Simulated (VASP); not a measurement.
Write the native input for VASP 6.6.1 that does the following.

```yaml
Task: single point
Functional: PBE
Potentials_or_basis: VASP PAW PBE potentials, release 64 (Ti_sv)
Cutoff: 520 eV
k_mesh: 20 × 20 × 20
Occupations: gaussian, width 0.15 eV
Spin: no spin polarisation
Dipole_correction: no
Further_INCAR_settings: ALGO = Normal; EDIFF = 1e-06; NBANDS = 12
```

The structure of Ti lies in POSCAR:

```
Ti
1.0
    0.0000000000      2.0559779607      2.0559779607
    2.0559779607      0.0000000000      2.0559779607
    2.0559779607      2.0559779607      0.0000000000
Ti
1
Direct
    0.0000000000      0.0000000000      0.0000000000
```

These files were run (other wordings do the same):

INCAR

```
PREC = Accurate ; ENCUT = 520
EDIFF = 1E-6 ; ISMEAR = 0
SIGMA = 0.15 ; LREAL = False
LASPH = True ; NELM = 60
ALGO = Normal ; ISIF = 2
LWAVE = False ; LCHARG = False
GGA = PE ; NBANDS = 12
```

KPOINTS

```
regular mesh
0
Gamma
  20 20 20
```

Potentials or basis: VASP PAW PBE potentials, release 64 (Ti_sv).

Command:

```sh
$ cat potpaw_PBE.64/Ti_sv/POTCAR > POTCAR
$ mpirun -np 1 vasp_std > vasp.out
```

Results of the run:

```yaml
Pressure: -0.2 GPa
Band_gap_on_the_k_mesh: zero (band 6 reaches 9.09 eV, above the bottom of band 7 at 7.83 eV)
```

It took 92 s on 1 thread of AMD EPYC 7R13, with other jobs on the host, peak memory 0.15 GiB.
